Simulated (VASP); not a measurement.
# NbAs: single point with r2SCAN

NbAs:

```
CELL_PARAMETERS angstrom
0.00000 2.64677 2.64677
2.64677 0.00000 2.64677
2.64677 2.64677 0.00000
ATOMIC_POSITIONS crystal
Nb 0.50000 0.50000 0.50000
As 0.00000 0.00000 0.00000
```

This cell differs from its parent crystal: volume scaled by 1.020.

```
Program                : VASP 6.6.1
Task                   : single point
Functional             : r2SCAN
Potentials or basis    : VASP PAW PBE potentials, release 64 (Nb_sv, As)
Cutoff                 : 520 eV
k mesh                 : 12 × 12 × 12
Occupations            : gaussian, width 0.05 eV
Spin                   : no spin polarisation
Dipole correction      : no
Further INCAR settings : ALGO = Normal; EDIFF = 1e-06; NBANDS = 16
```

```yaml
Pressure: -2.9 GPa
Band_gap_on_the_k_mesh: zero (band 9 reaches 10.25 eV, above the bottom of band 10 at 8.31 eV)
```

Levels at points of the mesh, in eV from the Fermi level:
```tsv
k point	band 5	band 6	band 7	band 8	band 9	band 10	band 11	band 12	band 13	band 14
(0.00, 0.00, 0.00)	-14.05	-1.48	-1.48	-1.48	-0.96	-0.96	-0.33	-0.33	-0.33	5.35
(0.50, 0.00, 0.00)	-11.79	-7.17	-4.62	-4.62	0.67	0.67	1.58	3.57	6.79	6.79
(0.50, 0.50, 0.00)	-12.48	-5.20	-3.20	-2.27	-2.27	0.01	1.35	1.35	2.55	4.39
```

Wall time 88 s on 1 thread of Intel(R) Xeon(R) 6975P-C (Granite Rapids) (shared host), peak memory 0.19 GiB.

Caveat: the PAW data sets were made with another functional, which shifts forces and pressure a little.
